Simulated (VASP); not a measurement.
# Hf2SeS3 (P6/mmm) in VASP: notebook

Hf2SeS3 is run at these levels: PBE; tasks: single point.

All numbers are computed with VASP 6.6.1; they aren't measurements. Logs are shortened: lines on timing, memory, paths and dates and some standing lists are left out, and cuts for length are marked.

## (1) The cell of the first run

It takes space group P6/mmm (No. 191, hexagonal). The conventional cell has a = 6.428 Å, b = 6.428 Å, c = 4.075 Å, α = 90.00°, β = 90.00°, γ = 120.00°. Within 2.5 Å of Hf (site symmetry -6m2) lie 3 S at 1.86 Å. Se (site symmetry 6/mmm) has 12 S at 3.81 Å and 2 Se at 4.08 Å and 12 Hf at 4.23 Å within 5.0 Å. S (site symmetry mmm) has 2 Hf at 1.86 Å within 2.5 Å.

The cell was generated, and may not be a known phase.

## (2) Single point, PBE

Contents of INCAR:

```
  PREC = Accurate
  ENCUT = 520
  EDIFF = 1E-6
  ISMEAR = 0
  SIGMA = 0.1
  LREAL = F
  LASPH = T
  NELM = 60
  ALGO = Normal
  ISIF = 2
  LWAVE = F
  LCHARG = T
  GGA = PE
  LELF = T
  LVHAR = T
  NBANDS = 31
```

Contents of KPOINTS:

```
Automatic mesh
0
Gamma
  3 3 4
```

Contents of POSCAR:

```
Hf2SeS3
1.0
    6.4279425700      0.0000000000      0.0000000000
   -3.2139712900      5.5667615600      0.0000000000
    0.0000000000      0.0000000000      4.0752661800
Hf Se S
2 1 3
Direct
    0.3333333300      0.6666666700      0.5000000000
    0.6666666700      0.3333333300      0.5000000000
    0.0000000000      0.0000000000      0.0000000000
    0.5000000000      0.0000000000      0.5000000000
    0.0000000000      0.5000000000      0.5000000000
    0.5000000000      0.5000000000      0.5000000000
```

Potentials or basis: VASP PAW PBE potentials, release 64 (Hf_pv, Se, S).

The run is started by

```sh
> cat potpaw_PBE.64/Hf_pv/POTCAR potpaw_PBE.64/Se/POTCAR potpaw_PBE.64/S/POTCAR > POTCAR
> mpirun -np 1 vasp_std > vasp.out
```

OUTCAR:

```text
PREC = Accurate
   ENCUT = 520
   EDIFF = 1E-6
   ISMEAR = 0
   LREAL = F
   LASPH = T
   NELM = 60
   ISIF = 2
   GGA = PE

 ion  position               nearest neighbor table
   1  0.333  0.667  0.500-   5 1.86   4 1.86   6 1.86   2 3.71   2 3.71   2 3.71
   2  0.667  0.333  0.500-   5 1.86   4 1.86   6 1.86   1 3.71   1 3.71   1 3.71
   3  0.000  0.000  0.000-
   4  0.500  0.000  0.500-   1 1.86   2 1.86
   5  0.000  0.500  0.500-   1 1.86   2 1.86
   6  0.500  0.500  0.500-   1 1.86   2 1.86

  LATTYP: Found a hexagonal cell.
 ALAT       =     6.4279425700
 C/A-ratio  =     0.6339923133

  Lattice vectors:

 A1 = (   6.4279425700,   0.0000000000,   0.0000000000)
 A2 = (  -3.2139712900,   5.5667615600,   0.0000000000)
 A3 = (   0.0000000000,   0.0000000000,   4.0752661800)

Analysis of symmetry for initial positions (statically):
=====================================================================
 Subroutine PRICEL returns:
 Original cell was already a primitive cell.

 Routine SETGRP: Setting up the symmetry group for a
 hexagonal supercell.

 Subroutine GETGRP returns: Found 24 space group operations
 (whereof 24 operations were pure point group operations)
 out of a pool of 24 trial point group operations.

The static configuration has the point symmetry D_6h.

Analysis of symmetry for dynamics (positions and initial velocities):
=====================================================================
 Subroutine PRICEL returns:
 Original cell was already a primitive cell.

 Routine SETGRP: Setting up the symmetry group for a
 hexagonal supercell.

 Subroutine GETGRP returns: Found 24 space group operations
 (whereof 24 operations were pure point group operations)
 out of a pool of 24 trial point group operations.

The dynamic configuration has the point symmetry D_6h.

 Subroutine INISYM returns: Found 24 space group operations
 (whereof 24 operations are pure point group operations),
 and found     1 'primitive' translations

----------------------------------------------------------------------------------------

                                     Primitive cell

  volume of cell :     145.8245

  direct lattice vectors                    reciprocal lattice vectors
     6.427942570  0.000000000  0.000000000     0.155570774  0.089818828  0.000000000
    -3.213971290  5.566761560  0.000000000     0.000000000  0.179637656  0.000000000
     0.000000000  0.000000000  4.075266180     0.000000000  0.000000000  0.245382745

  length of vectors
     6.427942570  6.427942573  4.075266180     0.179637656  0.179637656  0.245382745

  position of ions in fractional coordinates (direct lattice)
     0.333333330  0.666666670  0.500000000
     0.666666670  0.333333330  0.500000000
     0.000000000  0.000000000  0.000000000
     0.500000000  0.000000000  0.500000000
     0.000000000  0.500000000  0.500000000
     0.500000000  0.500000000  0.500000000

  ion indices of the primitive-cell ions
   primitive index   ion index
                 1           1
                 2           2
                 3           3
                 4           4
                 5           5
                 6           6

----------------------------------------------------------------------------------------

 KPOINTS: Automatic mesh

Automatic generation of k-mesh.
 Grid dimensions read from file:
 generate k-points for:    3    3    4

 Generating k-lattice:

  Cartesian coordinates                     Fractional coordinates (reciprocal lattice)
     0.051856925  0.029939609  0.000000000     0.333333333  0.000000000  0.000000000
     0.000000000  0.059879219  0.000000000     0.000000000  0.333333333  0.000000000
     0.000000000  0.000000000  0.061345686     0.000000000  0.000000000  0.250000000

  Length of vectors
     0.059879219  0.059879219  0.061345686

  Shift w.r.t. Gamma in fractional coordinates (k-lattice)
     0.000000000  0.000000000  0.000000000

 Subroutine IBZKPT returns following result:
 ===========================================

 Found      9 irreducible k-points:

 Following reciprocal coordinates:
            Coordinates               Weight
  0.000000  0.000000  0.000000      1.000000
  0.333333  0.000000  0.000000      6.000000
  0.333333  0.333333  0.000000      2.000000
  0.000000  0.000000  0.250000      2.000000
  0.333333  0.000000  0.250000     12.000000
  0.333333  0.333333  0.250000      4.000000
  0.000000  0.000000  0.500000      1.000000
  0.333333  0.000000  0.500000      6.000000
  0.333333  0.333333  0.500000      2.000000
   k-points           NKPTS =      9   k-points in BZ     NKDIM =      9   number of bands    NBANDS=     31
   number of dos      NEDOS =    301   number of ions     NIONS =      6
   total plane-waves  NPLWV =  69120
   dimension x,y,z NGX =    48 NGY =   48 NGZ =   30
   dimension x,y,z NGXF=    96 NGYF=   96 NGZF=   60
   ions per type =               2   1   3
   NGX,Y,Z   is equivalent  to a cutoff of  12.41, 12.41, 12.24 a.u.
   NGXF,Y,Z  is equivalent  to a cutoff of  24.83, 24.83, 24.48 a.u.
 SYSTEM =  unknown system
   PREC   = accura    normal or accurate (medium, high low for compatibility)
   ISTART =      0    job   : 0-new  1-cont  2-samecut
   ICHARG =      2    charge: 1-file 2-atom 10-const
   ISPIN  =      1    spin polarized calculation?
   LNONCOLLINEAR =      F non collinear calculations
   LSORBIT =      F    spin-orbit coupling
   LASPH  =      T    aspherical Exc in radial PAW
   ENCUT  =  520.0 eV  38.22 Ry    6.18 a.u.  11.95 11.95  7.58*2*pi/ulx,y,z
   NELM   =     60;   NELMIN=  2; NELMDL= -5     # of ELM steps
   EDIFF  = 0.1E-05   stopping-criterion for ELM
   LREAL  =      F    real-space projection
   EDIFFG = 0.1E-04   stopping-criterion for IOM
   NSW    =      0    number of steps for IOM
   IBRION =     -1    ionic relax: 0-MD 1-quasi-New 2-CG
   NFREE  =      0    steps in history (QN), initial steepest desc. (CG)
   ISIF   =      2    stress and relaxation
   ISYM   =      2    0-nonsym 1-usesym 2-fastsym
   POTIM  = 0.5000    time-step for ionic-motion
   TEBEG  =    0.0;   TEEND  =   0.0 temperature during run
   PSTRESS=    0.0 pullay stress
   NELECT =      44.0000    total number of electrons
   NUPDOWN=      -1.0000    fix difference up-down
   EMIN   =  10.00;   EMAX   =-10.00  energy-range for DOS
   EFERMI =   0.00;   METHOD = LEGACY
   ISMEAR =     0;   SIGMA  =   0.10  broadening in eV -4-tet -1-fermi 0-gaus
   EFERMI_NEDOS =   21; number of points for ismear=-14 and -15
   IALGO  =     38    algorithm
   IMIX   =      4    mixing-type and parameters
     AMIX     =   0.40;   BMIX     =  1.00
     AMIX_MAG =   1.60;   BMIX_MAG =  1.00
  volume/ion in A,a.u.               =      24.30       164.01
  Fermi-wavevector in a.u.,A,eV,Ry     =   1.098033  2.074982 16.404234  1.205677
  Thomas-Fermi vector in A             =   2.234404
   LORBIT       =      0    0 simple, 1 ext, 2 COOP (PROOUT), +10 PAW based schemes
   GGA     = PE    functional components
   LHFCALC =     F    Hartree Fock is set to
   AEXX    =    0.0000 exact exchange contribution
   IVDW    =     0    specifies the selected vdW correction
   LEPSILON=     F    determine dielectric tensor
   LRPA    =     F    only Hartree local field effects (RPA)
 non-spin polarized calculation
 Gauss-broadening in eV      SIGMA  =   0.10
  energy-cutoff  :      520.00
  volume of cell :      145.82
 maximum number of plane-waves:      3936
 NGX is ok and might be reduce to    48
   NGX = 23   NGY = 23   NGZ = 15

 number of electron      44.0000010 magnetization

 Free energy of the ion-electron system (eV)
  ---------------------------------------------------
  ext. energy  EPLUGINS =         0.00000000
  ---------------------------------------------------
  free energy    TOTEN  =       -12.47812718 eV

  energy without entropy =      -12.45317576  energy(sigma->0) =      -12.46565147

 E-fermi :   3.0804     XC(G=0):  -9.0711

 val. band max:        3.0143987880   @ k =   0.3333   0.0000   0.0000
 cond. band min:       3.0840178514   @ k =   0.3333   0.3333   0.0000
 fundamental gap:      0.0696190634
 Fermi energy:         3.0803750107

 k-point     1 :       0.0000    0.0000    0.0000
  band No.  band energies     occupation
      1     -28.5137      2.00000
      2     -28.5137      2.00000
      3     -28.1739      2.00000
      4     -28.1739      2.00000
      5     -26.8805      2.00000
      6     -26.8538      2.00000
[... 23 lines left out ...]
     30       9.3487      0.00000
     31       9.3487      0.00000

 k-point     2 :       0.3333    0.0000    0.0000
  band No.  band energies     occupation
      1     -28.5182      2.00000
      2     -28.4469      2.00000
      3     -28.2452      2.00000
      4     -28.1690      2.00000
      5     -26.8749      2.00000
      6     -26.8595      2.00000
[... 23 lines left out ...]
     30       9.2542      0.00000
     31       9.4902      0.00000

 k-point     3 :       0.3333    0.3333    0.0000
  band No.  band energies     occupation
      1     -28.5227      2.00000
      2     -28.3473      2.00000
      3     -28.3473      2.00000
      4     -28.1642      2.00000
      5     -26.8672      2.00000
      6     -26.8672      2.00000
[... 23 lines left out ...]
     30       7.8759      0.00000
     31       8.2635      0.00000

 k-point     4 :       0.0000    0.0000    0.2500
  band No.  band energies     occupation
      1     -28.5121      2.00000
      2     -28.5121      2.00000
      3     -28.1729      2.00000
      4     -28.1729      2.00000
      5     -26.8955      2.00000
      6     -26.8677      2.00000
[... 125 lines left out ...]
     30       8.5691      0.00000
     31      10.0180      0.00000

 k-point     8 :       0.3333    0.0000    0.5000
  band No.  band energies     occupation
      1     -28.5150      2.00000
      2     -28.4439      2.00000
      3     -28.2429      2.00000
      4     -28.1670      2.00000
      5     -26.9043      2.00000
      6     -26.8877      2.00000
[... 23 lines left out ...]
     30       8.2880      0.00000
     31       9.1404      0.00000

 k-point     9 :       0.3333    0.3333    0.5000
  band No.  band energies     occupation
      1     -28.5195      2.00000
      2     -28.3446      2.00000
      3     -28.3446      2.00000
      4     -28.1621      2.00000
      5     -26.8960      2.00000
      6     -26.8960      2.00000
[... 23 lines left out ...]
     30       8.2385      0.00000
     31       8.2385      0.00000

------------------------ aborting loop because EDIFF is reached ----------------------------------------

  FORCE on cell =-STRESS in cart. coord.  units (eV):
  Direction    XX          YY          ZZ          XY          YZ          ZX
  --------------------------------------------------------------------------------------
  -------------------------------------------------------------------------------------
  Total      116.0600833    116.0600833     -2.6338654     -0.0000001     -0.0000000      0.0000000
  in kB     1275.1546896   1275.1546898    -28.9383374     -0.0000011     -0.0000000      0.0000000
  external PRESSURE =     840.4570140 kB  Pullay stress =       0.0000000 kB

 VOLUME and BASIS-vectors are now :
 -----------------------------------------------------------------------------
  energy-cutoff  :      520.00
  volume of cell :      145.82
      direct lattice vectors                 reciprocal lattice vectors
     6.427942570  0.000000000  0.000000000     0.155570774  0.089818828  0.000000000
    -3.213971290  5.566761560  0.000000000     0.000000000  0.179637656  0.000000000
     0.000000000  0.000000000  4.075266180     0.000000000  0.000000000  0.245382745

 POSITION                                       TOTAL-FORCE (eV/Angst)
 -----------------------------------------------------------------------------------
     -0.00000      3.71117      2.03763         0.000000      0.000000      0.000000
      3.21397      1.85559      2.03763        -0.000000     -0.000000      0.000000
      0.00000      0.00000      0.00000        -0.000000      0.000000      0.000000
      3.21397      0.00000      2.03763        -0.000000      0.000000      0.000000
     -1.60699      2.78338      2.03763         0.000000      0.000000      0.000000
      1.60699      2.78338      2.03763        -0.000000      0.000000      0.000000
 -----------------------------------------------------------------------------------
    total drift:                               -0.000000      0.000000      0.000000

  FREE ENERGIE OF THE ION-ELECTRON SYSTEM (eV)
  ---------------------------------------------------
  free  energy   TOTEN  =       -12.4781271763 eV

  energy  without entropy=      -12.4531757589  energy(sigma->0) =      -12.46565147
```

It took 1.7 min on 1 thread of Intel Xeon 8259CL, shared host; peak memory 0.23 GiB.

Results:

```yaml
Free_energy: -12.4781 eV
Pressure: 84.0 GPa
Band_gap_on_the_k_mesh: zero (bands 22 and 23 overlap by 0.08 eV)
```

Caveat: the k points lie up to 0.39 Å⁻¹ apart; spin-orbit coupling is left out, which moves the levels of the heavy elements.

## (3) Single point, PBE

This run uses another cell than the first one, of 33.21 Å³/atom.

Contents of INCAR:

```
  ALGO = Normal
  EDIFF = 1E-6
  ENCUT = 520
  GGA = PE
  ISIF = 2
  ISMEAR = 0
  LASPH = True
  LCHARG = True
  LELF = True
  LREAL = False
  LVHAR = True
  LWAVE = False
  NBANDS = 31
  NELM = 80
  PREC = Accurate
  SIGMA = 0.1
```

Contents of KPOINTS:

```
k-points
0
Gamma
  3 3 4
```

Contents of POSCAR:

```
Hf2SeS3
1.0
    8.1821827899      0.0000000037      0.0000000000
   -4.0910913981      7.0859781526      0.0000000000
    0.0000000000      0.0000000000      3.4372461580
Hf Se S
2 1 3
Direct
    0.3333333333      0.6666666667      0.5000000000
    0.6666666667      0.3333333333      0.5000000000
    0.0000000000      0.0000000000      0.0000000000
    0.5000000000      0.0000000000      0.5000000000
    0.0000000000      0.5000000000      0.5000000000
    0.5000000000      0.5000000000      0.5000000000
```

Potentials or basis: VASP PAW PBE potentials, release 64 (Hf_pv, Se, S).

The run is started by

```sh
> cat potpaw_PBE.64/Hf_pv/POTCAR potpaw_PBE.64/Se/POTCAR potpaw_PBE.64/S/POTCAR > POTCAR
> mpirun -np 1 vasp_std > vasp.out
```

It took 3.4 min on 1 thread of Intel Xeon 8259CL, shared host; peak memory 0.33 GiB.

Results (log left out):

* Free energy: -36.6302 eV
* Pressure: -0.2 GPa
* Band gap on the k mesh: zero (bands 22 and 23 overlap by 0.68 eV)

Stress tensor (GPa, compression positive):
```
-0.31  0.00  0.00
 0.00 -0.31  0.00
 0.00  0.00 -0.06
```

Levels at points of the mesh, in eV from the Fermi level:
```tsv
k point	band 20	band 21	band 22	band 23	band 24	band 25	band 26	band 27
(0.00, 0.00, 0.00)	-1.14	-0.44	-0.25	-0.25	0.97	0.97	1.93	2.28
(0.00, 0.00, 0.50)	-1.11	-0.19	-0.19	0.37	0.37	1.63	1.63	1.96
```

Caveat: the k points lie up to 0.46 Å⁻¹ apart, too coarse for converged energies and pressures of a metal; spin-orbit coupling is left out, which moves the levels of the heavy elements.

## (4) Single point, PBE

This run uses another cell than the first one, of 32.79 Å³/atom.

Contents of INCAR:

```
SYSTEM = Hf2SeS3
PREC     = Accurate       ! precision mode
ENCUT    = 520            ! plane-wave cutoff, eV
EDIFF    = 1E-6           ! SCF threshold, eV
ISMEAR   = 0              ! smearing method
SIGMA    = 0.1            ! smearing width, eV
LREAL    = .False.        ! projectors in reciprocal space
LASPH    = .True.         ! aspherical terms in the spheres
NELM     = 100            ! most SCF steps
ALGO     = Normal         ! electronic algorithm
ISIF     = 2              ! what is computed and relaxed
LWAVE    = .False.        ! write WAVECAR
LCHARG   = .False.        ! write CHGCAR
GGA      = PE             ! functional
NBANDS   = 31             ! bands
```

Contents of KPOINTS:

```
regular mesh
0
Gamma
  3 3 6
  0 0 0
```

POSCAR, as its differences from that of step 3:

```diff
@@ -2,5 +2,5 @@
 1.0
-    8.1821827899      0.0000000037      0.0000000000
-   -4.0910913981      7.0859781526      0.0000000000
-    0.0000000000      0.0000000000      3.4372461580
+    8.2075489251      0.0000000000      0.0000000000
+   -4.1037744625      7.1079458720      0.0000000000
+    0.0000000000      0.0000000000      3.3720123891
 Hf Se S
```

The run is started by

```sh
> cat potpaw_PBE.64/Hf_pv/POTCAR potpaw_PBE.64/Se/POTCAR potpaw_PBE.64/S/POTCAR > POTCAR
> mpirun -np 1 vasp_std > vasp.out
```

Run time: 3.1 min. Hardware: 1 thread of Intel Xeon 8259CL, shared host; peak memory 0.34 GiB.

Results (log left out):

| Property | Result |
| --- | --- |
| Free energy | -36.9516 eV |
| Pressure | -0.3 GPa |
| Band gap on the k mesh | zero (bands 22 and 23 overlap by 0.61 eV) |

Stress tensor (GPa, compression positive):
```
-0.38  0.00  0.00
 0.00 -0.38  0.00
 0.00  0.00 -0.13
```

Levels at points of the mesh, in eV from the Fermi level:
```tsv
k point	band 18	band 19	band 20	band 21	band 22	band 23	band 24	band 25	band 26	band 27
(0.00, 0.00, 0.00)	-1.06	-0.75	-0.75	-0.39	-0.39	-0.07	1.14	1.14	1.66	2.67
(0.00, 0.00, 0.50)	-1.73	-1.73	-0.90	-0.12	-0.12	0.41	0.41	1.86	1.86	2.24
```

Caveat: spin-orbit coupling is left out, which moves the levels of the heavy elements.

## (5) Summary

| cell | k mesh | gap on the mesh (eV) | pressure (GPa) |
| --- | --- | --- | --- |
| a = 6.428, b = 6.428, c = 4.075 Å, angles 90.0, 90.0, 120.0°, 6 atoms | 3 × 3 × 4 | none | 84.0 |
| a = 8.182, b = 8.182, c = 3.437 Å, angles 90.0, 90.0, 120.0°, 6 atoms | 3 × 3 × 4 | none | -0.2 |
| a = 8.208, b = 8.208, c = 3.372 Å, angles 90.0, 90.0, 120.0°, 6 atoms | 3 × 3 × 6 | none | -0.3 |

Alike in all rows: task single point; level PBE; potentials or basis VASP PAW PBE potentials, release 64 (Hf_pv, Se, S); no spin polarisation; cutoff (eV) 520; smearing gaussian 0.1 eV.

Caveats: some runs use coarse meshes; spin-orbit coupling is left out, which moves the levels of the heavy elements.

Absolute energies hang on the potentials; compare differences alone.

The gap in the log of VASP goes by the Fermi energy; the results here count the filled bands.